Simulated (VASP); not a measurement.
Here is a VASP 6.6.1 calculation.

INCAR

```
SYSTEM = La
PREC = Accurate
ENCUT = 520
EDIFF = 1E-6
ISMEAR = -1
SIGMA = 0.05
LREAL = .False.
LASPH = .True.
NELM = 60
ALGO = Normal
ISIF = 2
LWAVE = .False.
LCHARG = .True.
GGA = PE
LELF = .True.
LVHAR = .True.
NBANDS = 18
```

Contents of KPOINTS:

```
Automatic mesh
0
Gamma
  9 9 9
  0 0 0
```

Contents of POSCAR:

```
La
1.0
    0.0000000000      2.5198690908      2.5198690908
    2.5198690908      0.0000000000      2.5198690908
    2.5198690908      2.5198690908      0.0000000000
La
2
Direct
   -0.1250000000     -0.1250000000     -0.1250000000
    0.1250000000      0.1250000000      0.1250000000
```

Potentials or basis: VASP PAW PBE potentials, release 64 (La).

Launch:

```console
$ cat potpaw_PBE.64/La/POTCAR > POTCAR
$ mpirun -np 1 vasp_std > vasp.out
```

Problem. Estimate the band gap on the k mesh.

Solution. Zero (bands 11 and 12 overlap by 1.02 eV).

Problem. Predict the pressure.

Solution. 287.2 GPa.

Caveat: the cell stands under pressure; spin-orbit coupling is left out, which moves the levels of the heavy elements.
